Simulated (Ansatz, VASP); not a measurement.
**MnHg in VASP and in Ansatz**

INCAR

```
ALGO = Fast
EDIFF = 1E-6
ENCUT = 520
GGA = PS
ISIF = 2
ISMEAR = 0
ISPIN = 2
LASPH = T
LCHARG = F
LMAXMIX = 4
LORBIT = 11
LREAL = F
LWAVE = F
MAGMOM = 0.5 0
NBANDS = 24
NELM = 150
PREC = Accurate
SIGMA = 0.1
```

The input KPOINTS:

```
k-points
0
Gamma
  12 12 12
```

File POSCAR:

```
MnHg
1.0
    3.3150000000      0.0000000000      0.0000000000
    0.0000000000      3.3150000000      0.0000000000
    0.0000000000      0.0000000000      3.3150000000
Mn Hg
1 1
Direct
    0.5000000000      0.5000000000      0.5000000000
    0.0000000000      0.0000000000      0.0000000000
```

Input for Ansatz:

```yaml
crystal:
  lattice:
    - [3.315, 0.0, 0.0]
    - [0.0, 3.315, 0.0]
    - [0.0, 0.0, 3.315]
  atoms:
    - { symbol: Mn, position: [0.5, 0.5, 0.5], spin: 0.5 }
    - { symbol: Hg, position: [0.0, 0.0, 0.0] }
basis:
  ecutwfc: 420
kpoints:
  mp_grid: { grid: [12, 12, 12] }
hamiltonian:
  xc: pbesol
scf:
  occupations: { method: gaussian, width: 0.1 }
  lower_state_search: "off"
output:
  forces: true
  stress: true
  eigenvalues: true
  populations: true
magnetization:
  spin_polarized: true
```

Alike in both runs: task single point; functional PBEsol; k mesh 12 × 12 × 12; occupations gaussian, width 0.1 eV; collinear spin.

|  | VASP | Ansatz |
| --- | --- | --- |
| version | VASP 6.6.1 | Ansatz 0.2.0 |
| potentials or method | VASP PAW PBE potentials, release 64 (Mn_pv, Hg), cutoff 520 eV | scalar-relativistic, plane waves, PAW |
| valence electrons in the cell | 25 | 35 |

```csv
,VASP,Ansatz,Ansatz less VASP
gap on the k mesh at the Fermi level (eV),none,none,-
pressure (GPa),-4.5,-4.8,-0.33
net moment per atom (μB),1.96,1.96,-0.003
size of the moment on the site where the two differ most (μB),3.83,3.88,+0.053
```

VASP's potentials were made for PBE, not for PBEsol. Site moments also hang on the region over which each program counts them. A gap of «none» marks a metal or a gap that the smearing closes. The functional is the same, so the differences come from potentials, cutoffs and numerics. VASP's potentials hold 25 valence electrons a cell and Ansatz's 35, so a difference there can come from the potentials and not from the codes.

Spin-orbit coupling is off throughout.
